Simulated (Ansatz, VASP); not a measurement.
# Two plane-wave programs on Li2H

Contents of INCAR:

```
  PREC = Accurate
  ENCUT = 910
  EDIFF = 1E-7
  ISMEAR = 0
  SIGMA = 0.1
  LREAL = False
  LASPH = True
  NELM = 120
  ALGO = Normal
  ISIF = 3
  LWAVE = False
  LCHARG = False
  GGA = PE
  IBRION = 2
  NSW = 90
  EDIFFG = -0.04
  GGA_COMPAT = False
  NELMIN = 4
```

File KPOINTS:

```
Automatic mesh
0
Gamma
  6 6 6
```

File POSCAR:

```
Li2H
1.0
    3.4273186800      0.0000000000      0.0000000000
   -1.7136593400      2.9681450500      0.0000000000
    0.0000000000      0.0000000000      2.9294697700
Li H
2 1
Direct
    0.3333333300      0.6666666700      0.2689920800
    0.6666666700      0.3333333300      0.7310079200
    0.0000000000      0.0000000000      0.5000000000
```

Input for Ansatz:

```yaml
crystal:
  lattice:
    - [3.42731868, 0.0, 0.0]
    - [-1.71365934, 2.96814505, 0.0]
    - [0.0, 0.0, 2.92946977]
  atoms:
    - { symbol: Li, position: [0.33333333, 0.66666667, 0.26899208] }
    - { symbol: Li, position: [0.66666667, 0.33333333, 0.73100792] }
    - { symbol: H, position: [0.0, 0.0, 0.5] }
basis:
  ecutwfc: 420
kpoints:
  mp_grid: { grid: [6, 6, 6] }
hamiltonian:
  xc: pbe
scf:
  occupations: { method: gaussian, width: 0.1 }
  lower_state_search: "off"
output:
  forces: true
  stress: true
  eigenvalues: true
relax:
  adjacent_minimum: "off"
  f_tol: 0.04
  max_steps: 70
  cell: { stress_tol: 0.4 }
```

Alike in both runs: task relaxation of cell and atoms; functional PBE; k mesh 6 × 6 × 6; occupations gaussian, width 0.1 eV; no spin polarisation.

|  | VASP | Ansatz |
| --- | --- | --- |
| version | VASP 6.6.1 | Ansatz 0.2.0 |
| potentials or method | VASP PAW PBE potentials, release 64 (Li_sv, H_h), cutoff 910 eV | scalar-relativistic, plane waves, PAW |
| valence electrons in the cell | 7 | 7 |

```csv
,VASP,Ansatz,Ansatz less VASP
"gap on the k mesh at the Fermi level, each at its own relaxed structure (eV)",none,none,-
relaxed volume (Å³/atom),11.01,11.60,+0.594
relaxed cell length with the largest relative difference (Å),4.762,5.031,+0.2690
```

A gap of «none» marks a metal or a gap that the smearing closes. One of these differences is far larger than is usual between the two programs; its cause wasn't traced.
